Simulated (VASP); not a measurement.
Input of a VASP 6.6.1 run:

Contents of INCAR:

```
  PREC = Accurate
  ENCUT = 520
  EDIFF = 1E-6
  ISMEAR = -1
  SIGMA = 0.1
  LREAL = False
  LASPH = True
  NELM = 80
  ALGO = Normal
  ISIF = 2
  LWAVE = False
  LCHARG = True
  LELF = True
  LVHAR = True
  NBANDS = 50
```

Contents of KPOINTS:

```
regular mesh
0
Gamma
  7 7 7
```

File POSCAR:

```
Pd
1.0
    4.8841429333      0.0000000000      0.0000000000
    0.0000000000      4.8841429333      0.0000000000
    0.0000000000      0.0000000000      4.8841429333
Pd
8
Direct
    1.0000000000      0.0000000000      1.0000000000
    0.5000000000      0.5000000000      0.5000000000
    0.2500000000      1.0000000000      0.5000000000
    0.7500000000      1.0000000000      0.5000000000
    0.5000000000      0.2500000000      1.0000000000
    0.5000000000      0.7500000000      1.0000000000
    0.0000000000      0.5000000000      0.2500000000
    0.0000000000      0.5000000000      0.7500000000
```

Potentials or basis: VASP PAW LDA potentials, release 64 (Pd).

The run is started by

```bash
$ cat potpaw_LDA.64/Pd/POTCAR > POTCAR
$ mpirun -np 1 vasp_std > vasp.out
```

Problem. Estimate the pressure.

Solution. 0.0 GPa.

Problem. Predict the band gap on the k mesh.

Solution. Zero (bands 40 and 41 overlap by 0.27 eV).
